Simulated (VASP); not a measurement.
I, 2 atoms in the cell. The typed cell holds 2 atoms: a = 4.631 Å, b = 4.631 Å, c = 4.631 Å, α = 59.92°, β = 59.92°, γ = 59.92°. 

```yaml
Program: VASP 6.6.1
Task: single point
Functional: PBE
Potentials_or_basis: VASP PAW PBE potentials, release 64 (I)
Cutoff: 520 eV
k_mesh: 11 × 11 × 11
Occupations: fermi-dirac, width 0.1 eV
Spin: no spin polarisation
Dipole_correction: no
Further_INCAR_settings: ALGO = Normal; EDIFF = 1e-06; NBANDS = 14
```

Potentials or basis: VASP PAW PBE potentials, release 64 (I).

The run is started by

```bash
$ cat potpaw_PBE.64/I/POTCAR > POTCAR
$ mpirun -np 1 vasp_std > vasp.out
```

Hardware: 1 thread of Intel(R) Xeon(R) Platinum 8488C (Sapphire Rapids), on a shared host.

Question: Estimate the wall time of this run.

Answer: It took 55 s on 1 thread of Intel(R) Xeon(R) Platinum 8488C (Sapphire Rapids), with other jobs on the host, peak memory 0.27 GiB. Counts: scf iterations 10, k points 146.
